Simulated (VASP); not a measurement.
FeSi:

```xyz
8
Lattice="4.4031 0.0000 0.0000 0.0000 4.4031 0.0000 0.0000 0.0000 4.4031" Properties=species:S:1:pos:R:3 pbc="T T T"
Fe    0.6017    0.6017    0.6017
Fe    1.5998    3.8013    2.8032
Fe    2.8032    1.5998    3.8013
Fe    3.8013    2.8032    1.5998
Si    3.7035    3.7035    3.7035
Si    2.9010    0.6995    1.5020
Si    1.5020    2.9010    0.6995
Si    0.6995    1.5020    2.9010
```

Base run:

- Program: VASP 6.6.1
- Functional: PBE
- Potentials or basis: VASP PAW PBE potentials, release 64 (Fe, Si)
- Cutoff: 520 eV
- k mesh: 6 × 6 × 6
- Occupations: gaussian, width 0.01 eV
- Spin: no spin polarisation

Its results: band gap on the k mesh 0.18 eV; pressure 7.5 GPa; largest force 0.103 eV/Å.

Problem. The run is repeated on the same cell with these changes: functional from PBE to r2SCAN; further incar settings from ALGO = Normal; EDIFF = 1e-07; NBANDS = 34 to ALGO = Normal; EDIFF = 1e-06; NBANDS = 34. What comes out?

Solution. Band gap on the k mesh 0.32 eV (least direct gap 0.35 eV); pressure 0.4 GPa; largest force 0.038 eV/Å.

Caveats: the cell stands under pressure (at least some runs); the PAW data sets were made with another functional, which shifts forces and pressure a little (at least some runs).

A k mesh can miss the band edges.
